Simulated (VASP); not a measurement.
# Sr (Im-3m) in VASP: notebook

Runs on Sr. Level: PBEsol. Tasks: single point.

Everything below comes from runs of VASP 6.6.1. Logs are shortened: lines on timing, memory, paths and dates and some standing lists are left out, and cuts for length are marked.

### 1 The cell of the first run

Symmetry: Im-3m, No. 229, cubic system. Conventional cell: a = 4.744 Å, b = 4.744 Å, c = 4.744 Å, α = 90.00°, β = 90.00°, γ = 90.00°. Within 5.4 Å of Sr (site symmetry m-3m) lie 14 Sr at 4.11 to 4.74 Å.

This isn't the form of Sr at room conditions, which is fcc.

### 2 Single point, PBEsol (53.38 Å³/atom)

INCAR reads:

```
SYSTEM = Sr
  ALGO = Normal
  EDIFF = 1E-6
  ENCUT = 520
  GGA = PS
  ISIF = 2
  ISMEAR = -1
  LASPH = .True.
  LCHARG = .False.
  LREAL = .False.
  LWAVE = .False.
  NBANDS = 11
  NELM = 80
  PREC = Accurate
  SIGMA = 0.1
```

KPOINTS reads:

```
k-points
0
Gamma
  11 11 11
  0 0 0
```

POSCAR reads:

```
Sr
1.0
   -2.3719792723      2.3719792723      2.3719792723
    2.3719792723     -2.3719792723      2.3719792723
    2.3719792723      2.3719792723     -2.3719792723
Sr
1
Direct
    0.0000000000      0.0000000000      0.0000000000
```

Potentials or basis: VASP PAW PBE potentials, release 64 (Sr_sv).

Launch:

```console
cat potpaw_PBE.64/Sr_sv/POTCAR > POTCAR
mpirun -np 1 vasp_std > vasp.out
```

OUTCAR:

```text
SYSTEM = Sr
   EDIFF = 1E-6
   ENCUT = 520
   GGA = PS
   ISIF = 2
   ISMEAR = -1
   LASPH = .True.
   LREAL = .False.
   NELM = 80
   PREC = Accurate

 ion  position               nearest neighbor table
   1  0.000  0.000  0.000-

  LATTYP: Found a body centered cubic cell.
 ALAT       =     4.7439585446

  Lattice vectors:

 A1 = (  -2.3719792723,   2.3719792723,   2.3719792723)
 A2 = (   2.3719792723,  -2.3719792723,   2.3719792723)
 A3 = (   2.3719792723,   2.3719792723,  -2.3719792723)

Analysis of symmetry for initial positions (statically):
=====================================================================
 Subroutine PRICEL returns:
 Original cell was already a primitive cell.

 Routine SETGRP: Setting up the symmetry group for a
 body centered cubic supercell.

 Subroutine GETGRP returns: Found 48 space group operations
 (whereof 48 operations were pure point group operations)
 out of a pool of 48 trial point group operations.

The static configuration has the point symmetry O_h .

Analysis of symmetry for dynamics (positions and initial velocities):
=====================================================================
 Subroutine PRICEL returns:
 Original cell was already a primitive cell.

 Routine SETGRP: Setting up the symmetry group for a
 body centered cubic supercell.

 Subroutine GETGRP returns: Found 48 space group operations
 (whereof 48 operations were pure point group operations)
 out of a pool of 48 trial point group operations.

The dynamic configuration has the point symmetry O_h .

 Subroutine INISYM returns: Found 48 space group operations
 (whereof 48 operations are pure point group operations),
 and found     1 'primitive' translations

----------------------------------------------------------------------------------------

                                     Primitive cell

  volume of cell :      53.3817

  direct lattice vectors                    reciprocal lattice vectors
    -2.371979272  2.371979272  2.371979272     0.000000000  0.210794422  0.210794422
     2.371979272 -2.371979272  2.371979272     0.210794422  0.000000000  0.210794422
     2.371979272  2.371979272 -2.371979272     0.210794422  0.210794422  0.000000000

  length of vectors
     4.108388614  4.108388614  4.108388614     0.298108331  0.298108331  0.298108331

  position of ions in fractional coordinates (direct lattice)
[... 80 lines left out ...]
   NSW    =      0    number of steps for IOM
   IBRION =     -1    ionic relax: 0-MD 1-quasi-New 2-CG
   NFREE  =      0    steps in history (QN), initial steepest desc. (CG)
   ISIF   =      2    stress and relaxation
   ISYM   =      2    0-nonsym 1-usesym 2-fastsym
   POTIM  = 0.5000    time-step for ionic-motion
   TEBEG  =    0.0;   TEEND  =   0.0 temperature during run
   PSTRESS=    0.0 pullay stress
   NELECT =      10.0000    total number of electrons
   NUPDOWN=      -1.0000    fix difference up-down
   EMIN   =  10.00;   EMAX   =-10.00  energy-range for DOS
   EFERMI =   0.00;   METHOD = LEGACY
   ISMEAR =    -1;   SIGMA  =   0.10  broadening in eV -4-tet -1-fermi 0-gaus
   EFERMI_NEDOS =   21; number of points for ismear=-14 and -15
   IALGO  =     38    algorithm
   IMIX   =      4    mixing-type and parameters
     AMIX     =   0.40;   BMIX     =  1.00
     AMIX_MAG =   1.60;   BMIX_MAG =  1.00
  volume/ion in A,a.u.               =      53.38       360.24
  Fermi-wavevector in a.u.,A,eV,Ry     =   0.936722  1.770147 11.938400  0.877448
  Thomas-Fermi vector in A             =   2.063760
   LORBIT       =      0    0 simple, 1 ext, 2 COOP (PROOUT), +10 PAW based schemes
   GGA     = PS    functional components
   LHFCALC =     F    Hartree Fock is set to
   AEXX    =    0.0000 exact exchange contribution
   IVDW    =     0    specifies the selected vdW correction
   LEPSILON=     F    determine dielectric tensor
   LRPA    =     F    only Hartree local field effects (RPA)
 non-spin polarized calculation
  energy-cutoff  :      520.00
  volume of cell :       53.38
 maximum number of plane-waves:      1455
   NGX = 15   NGY = 15   NGZ = 15

 number of electron      10.0000000 magnetization

 Free energy of the ion-electron system (eV)
  ---------------------------------------------------
  ext. energy  EPLUGINS =         0.00000000
  ---------------------------------------------------
  free energy    TOTEN  =        -1.85314300 eV

  energy without entropy =       -1.81046724  energy(sigma->0) =       -1.83180512

 E-fermi :   1.5749     XC(G=0):  -7.5229

 val. band max:        1.5654605287   @ k =  -0.4545  -0.4545   0.2727
 cond. band min:       1.6033189706   @ k =  -0.4545  -0.4545   0.2727
 fundamental gap:      0.0378584418
 Fermi energy:         1.5748817444

 k-point     1 :       0.0000    0.0000    0.0000
  band No.  band energies     occupation
      1     -34.8789      2.00000
      2     -16.7726      2.00000
      3     -16.7726      2.00000
      4     -16.7726      2.00000
      5      -2.1019      2.00000
      6       3.9915      0.00000
      7       3.9915      0.00000
      8       3.9915      0.00000
      9       5.3691      0.00000
     10       5.3691      0.00000
     11       9.7959      0.00000
[... 309 lines left out ...]
 k-point    24 :       0.3636    0.1818    0.0909
  band No.  band energies     occupation
      1     -34.8603      2.00000
      2     -16.9552      2.00000
      3     -16.8730      2.00000
      4     -16.8073      2.00000
      5       1.2326      1.93683
      6       1.8321      0.14188
      7       2.3443      0.00091
      8       5.3587      0.00000
      9       5.9042      0.00000
     10       6.1315      0.00000
     11       7.6493      0.00000

 [... further k-points ...]

------------------------ aborting loop because EDIFF is reached ----------------------------------------

  FORCE on cell =-STRESS in cart. coord.  units (eV):
  Direction    XX          YY          ZZ          XY          YZ          ZX
  --------------------------------------------------------------------------------------
  -------------------------------------------------------------------------------------
  Total       -0.1415763     -0.1415763     -0.1415763      0.0000000      0.0000000      0.0000000
  in kB       -4.2492134     -4.2492134     -4.2492134      0.0000000      0.0000000      0.0000000
  external PRESSURE =      -4.2492134 kB  Pullay stress =       0.0000000 kB

 VOLUME and BASIS-vectors are now :
 -----------------------------------------------------------------------------
  energy-cutoff  :      520.00
  volume of cell :       53.38
      direct lattice vectors                 reciprocal lattice vectors
    -2.371979272  2.371979272  2.371979272     0.000000000  0.210794422  0.210794422
     2.371979272 -2.371979272  2.371979272     0.210794422  0.000000000  0.210794422
     2.371979272  2.371979272 -2.371979272     0.210794422  0.210794422  0.000000000

 POSITION                                       TOTAL-FORCE (eV/Angst)
 -----------------------------------------------------------------------------------
      0.00000      0.00000      0.00000        -0.000000      0.000000     -0.000000
 -----------------------------------------------------------------------------------
    total drift:                                0.000000      0.000000     -0.000000

  FREE ENERGIE OF THE ION-ELECTRON SYSTEM (eV)
  ---------------------------------------------------
  free  energy   TOTEN  =        -1.8531430014 eV

  energy  without entropy=       -1.8104672399  energy(sigma->0) =       -1.83180512
```

OSZICAR:

```text
N       E                     dE             d eps       ncg     rms          rms(c)
DAV:   1     0.346718439067E+02    0.34672E+02   -0.47657E+03  1232   0.789E+02
DAV:   2    -0.234443870615E+00   -0.34906E+02   -0.34166E+02  1444   0.148E+02
DAV:   3    -0.177524658211E+01   -0.15408E+01   -0.15235E+01  1801   0.241E+01
DAV:   4    -0.185416526340E+01   -0.78919E-01   -0.78773E-01  1685   0.483E+00
DAV:   5    -0.185502840271E+01   -0.86314E-03   -0.86308E-03  1666   0.448E-01    0.117E+01
DAV:   6    -0.185358221187E+01    0.14462E-02   -0.61636E-03  1503   0.888E-01    0.661E+00
DAV:   7    -0.185308875144E+01    0.49346E-03   -0.11208E-02  1607   0.115E+00    0.258E-01
DAV:   8    -0.185311277973E+01   -0.24028E-04   -0.74402E-04  1825   0.171E-01    0.547E-02
DAV:   9    -0.185313634098E+01   -0.23561E-04   -0.34998E-05  1616   0.336E-02    0.213E-02
DAV:  10    -0.185314327571E+01   -0.69347E-05   -0.27233E-06  1514   0.149E-02    0.675E-03
DAV:  11    -0.185314300137E+01    0.27433E-06   -0.18732E-07   847   0.374E-03
   1 F= -.18531430E+01 E0= -.18318051E+01  d E =-.426758E-01
```

Run time: 37 s. Hardware: 1 thread of AMD EPYC 7R43 (Zen 3), shared host; peak memory 0.15 GiB.

Results:

```yaml
Free_energy: -1.8531 eV
Pressure: -0.4 GPa
Band_gap_on_the_k_mesh: zero (bands 5 and 6 overlap by 0.43 eV)
```

Levels at points of the mesh, in eV from the Fermi level:
```csv
k point,band 3,band 4,band 5,band 6,band 7,band 8
"(0.00, 0.00, 0.00)",-18.35,-18.35,-3.68,2.42,2.42,2.42
```

Caveat: the PAW data sets were made with another functional, which shifts forces and pressure a little.

[end of part 1 of 2]
